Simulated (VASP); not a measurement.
The system is AlRu.

```xyz
2
Lattice="2.9916 0.0000 0.0000 0.0000 2.9916 0.0000 0.0000 0.0000 2.9916" Properties=species:S:1:pos:R:3 pbc="T T T"
Ru    1.4958    1.4958    1.4958
Al    0.0000    0.0000    0.0000
```

Base run:

* Program: VASP 6.6.1
* Functional: r2SCAN
* Potentials or basis: VASP PAW PBE potentials, release 64 (Ru_pv, Al)
* Cutoff: 520 eV
* k mesh: 8 × 8 × 8
* Occupations: gaussian, width 0.1 eV
* Spin: no spin polarisation

Its results: band gap on the k mesh zero (an odd number of electrons rules out a gap without spin polarisation); pressure -1.5 GPa.

Q: The run is repeated on the same cell with these changes: k mesh from 8 × 8 × 8 to 12 × 12 × 12; further incar settings from ALGO = Normal; EDIFF = 1e-06; NBANDS = 16 to ALGO = Normal; EDIFF = 1e-07; NBANDS = 16. What comes out?

A: Band gap on the k mesh zero (an odd number of electrons rules out a gap without spin polarisation); pressure -2.0 GPa.

Caveats: the PAW data sets were made with another functional, which shifts forces and pressure a little.
